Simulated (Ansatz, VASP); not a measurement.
**Si in VASP and in Ansatz**

```xyz
2
Lattice="-2.2128 2.3283 1.2534 2.2128 -2.3283 1.2534 2.2128 2.3283 -1.2534" Properties=species:S:1:pos:R:3 pbc="T T T"
Si    0.0000    1.1642    1.3963
Si    2.2128    1.1642   -0.1429
```

Change from the starting cell: volume scaled by 0.95.

Alike in both runs: task single point; functional LDA; k mesh 16 × 16 × 16; occupations fermi-dirac, width 0.05 eV; no spin polarisation.

|  | VASP | Ansatz |
| --- | --- | --- |
| version | VASP 6.6.1 | Ansatz 0.2.0 |
| potentials or method | VASP PAW LDA potentials, release 64 (Si), cutoff 520 eV | all-electron LAPW, scalar-relativistic |

```tsv
	VASP	Ansatz	Ansatz less VASP
pressure (GPa)	20.3	20.0	-0.23
traceless stress, the component that is largest in VASP (GPa)	2.49	2.42	-0.065
rms of the force components (eV/Å)	0.020	0.020	-0.0001
```

LDA's correlation is that of Perdew and Zunger in VASP and of Perdew and Wang (1992) in Ansatz. Atom by atom the forces differ by 0.000 eV/Å (rms over components). Ansatz ran all-electron here, and VASP with PAW potentials.
